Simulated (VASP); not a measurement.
Wanted: the native input for a VASP 6.6.1 run.

* Task: single point
* Functional: HSE06
* Potentials or basis: VASP PAW PBE potentials, release 64 (Pd_sv_GW)
* Cutoff: 470 eV
* k mesh: 6 × 6 × 6
* Occupations: fermi-dirac, width 0.1 eV
* Spin: no spin polarisation
* Dipole correction: no
* Grid for exact exchange (PRECFOCK): Normal
* Further INCAR settings: ALGO = Normal; EDIFF = 1e-06; NBANDS = 15
* Share of exact exchange: 0.25
* Screening parameter: 0.2079 1/Å

Pd:

```xyz
1
Lattice="0.0000 1.9568 1.9568 1.9568 0.0000 1.9568 1.9568 1.9568 0.0000" Properties=species:S:1:pos:R:3 pbc="T T T"
Pd    0.0000    0.0000    0.0000
```

The input as run:

POSCAR

```
Pd
1.0
    0.0000000000      1.9567781251      1.9567781251
    1.9567781251      0.0000000000      1.9567781251
    1.9567781251      1.9567781251      0.0000000000
Pd
1
Direct
    0.0000000000      0.0000000000      0.0000000000
```

INCAR.step1

```
PREC = Accurate
ENCUT = 470
EDIFF = 1E-5
ISMEAR = -1
SIGMA = 0.1
LREAL = False
LASPH = True
NELM = 120
ALGO = Normal
ISIF = 2
LWAVE = True
LCHARG = False
GGA = PE
NBANDS = 15
GGA_COMPAT = False
```

INCAR.step2

```
PREC = Accurate
ENCUT = 470
EDIFF = 1E-6
ISMEAR = -1
SIGMA = 0.1
LREAL = False
LASPH = True
NELM = 120
ALGO = Normal
ISIF = 2
LWAVE = False
LCHARG = False
GGA = PE
LHFCALC = True
HFSCREEN = 0.2079
PRECFOCK = Normal
ISTART = 1
NBANDS = 15
GGA_COMPAT = False
```

KPOINTS

```
regular mesh
0
Gamma
  6 6 6
```

Potentials or basis: VASP PAW PBE potentials, release 64 (Pd_sv_GW).

The run is started by

```bash
$ cat potpaw_PBE.64/Pd_sv_GW/POTCAR > POTCAR
$ cp INCAR.step1 INCAR
$ mpirun -np 1 vasp_std > vasp.out
$ cp INCAR.step2 INCAR
$ mpirun -np 1 vasp_std > vasp.out
```

It gave:

* Pressure: -5.2 GPa
* Band gap on the k mesh: zero (bands 9 and 10 overlap by 2.20 eV)

Caveat: the k points lie up to 0.46 Å⁻¹ apart, too coarse for converged energies and pressures of a metal; the PAW data sets were made with another functional, which shifts forces and pressure a little.

Wall time 10 min on 1 thread of AMD EPYC 9R45 96-Core Processor (Zen 5), with other jobs on the host, peak memory 0.21 GiB.
